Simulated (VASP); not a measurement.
A run of VASP 6.6.1 is set up as follows.

File INCAR:

```
SYSTEM = Si
PREC = Accurate
ENCUT = 520
EDIFF = 1E-6
ISMEAR = 0
SIGMA = 0.1
LREAL = .False.
LASPH = .True.
NELM = 80
ALGO = Normal
ISIF = 2
LWAVE = .False.
LCHARG = .True.
GGA = PE
LELF = .True.
LVHAR = .True.
NBANDS = 18
```

Contents of KPOINTS:

```
regular mesh
0
Gamma
  4 4 4
  0 0 0
```

POSCAR

```
Si
1.0
    4.9729450500      0.0000000000      0.0000000000
    0.0000000000      4.9729450500      0.0000000000
    0.0000000000      0.0000000000      4.6182867300
Si
5
Direct
    0.0000000000      0.2696323400      0.6193693800
    0.2696323400      0.0000000000      0.3806306200
    0.7303676600      0.0000000000      0.3806306200
    0.0000000000      0.7303676600      0.6193693800
    0.0000000000      0.0000000000      0.0000000000
```

Potentials or basis: VASP PAW PBE potentials, release 64 (Si).

The run is started by

```sh
$ cat potpaw_PBE.64/Si/POTCAR > POTCAR
$ mpirun -np 1 vasp_std > vasp.out
```

Estimate the largest force.

3.258 eV/Å.

Predict the pressure.

18.2 GPa.

Estimate the band gap on the k mesh.

0.96 eV, indirect (least direct gap 1.15 eV).

Stress tensor (GPa, compression positive):
```
16.45  0.00  0.00
 0.00 16.45  0.00
 0.00  0.00 21.61
```

Caveat: forces of over 1 eV/Å act on the atoms, so gaps and moduli don't describe the material at rest. A k mesh can miss the band edges.
